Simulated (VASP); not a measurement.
Write the native input for VASP 6.6.1 that does the following.

| Item | Value |
| --- | --- |
| Task | single point |
| Functional | PBE |
| Potentials or basis | VASP PAW PBE potentials, release 64 (Na_pv, Tb_3, Br), 4f in core |
| Cutoff | 500 eV |
| k mesh | 6 × 6 × 4 |
| Occupations | gaussian, width 0.02 eV |
| Spin | no spin polarisation |
| Dipole correction | no |
| Mended | yes |
| Further INCAR settings | ALGO = Normal; EDIFF = 1e-06; NBANDS = 31 |

The structure of NaTbBr4 lies in POSCAR:

```
NaTbBr4
1.0
    4.9812424876      0.0000000000      0.0000000000
    0.0000000000      4.9812424876      0.0000000000
    0.0000000000      0.0000000000      7.3014877325
Na Tb Br
1 1 4
Direct
    0.0000000000      0.0000000000      0.0000000000
    0.5000000000      0.5000000000      0.5000000000
    0.5000000000      0.0000000000      0.7339008138
    0.0000000000      0.5000000000      0.2660991862
    0.5000000000      0.0000000000      0.2660991862
    0.0000000000      0.5000000000      0.7339008138
```

The cell was built from a structure type or drawn by symmetry, and may not be a known phase.

The input as run:

INCAR

```
SYSTEM = NaTbBr4
PREC = Accurate
ENCUT = 500
EDIFF = 1E-6
ISMEAR = 0
SIGMA = 0.02
LREAL = .FALSE.
LASPH = .TRUE.
NELM = 200
ALGO = Normal
ISIF = 2
LWAVE = .FALSE.
LCHARG = .FALSE.
GGA = PE
NBANDS = 31
GGA_COMPAT = .FALSE.
LMAXMIX = 6
```

KPOINTS

```
regular mesh
0
G
  6 6 4
  0 0 0
```

Potentials or basis: VASP PAW PBE potentials, release 64 (Na_pv, Tb_3, Br), 4f in core.

Command:

```console
$ cat potpaw_PBE.64/Na_pv/POTCAR potpaw_PBE.64/Tb_3/POTCAR potpaw_PBE.64/Br/POTCAR > POTCAR
$ mpirun -np 1 vasp_std > vasp.out
```

It gave:

```yaml
Pressure: -0.1 GPa
Largest_force: 0.007 eV/Å
Band_gap_on_the_k_mesh: 2.37 eV (least direct gap 2.75 eV)
```

Caveat: spin-orbit coupling is left out, which moves the levels of the heavy elements; the 4f electrons are frozen in the core, so they carry no moment and show no levels.

Wall time 80 s on 1 thread of Intel(R) Xeon(R) 6975P-C (Granite Rapids) (shared host), peak memory 0.34 GiB.
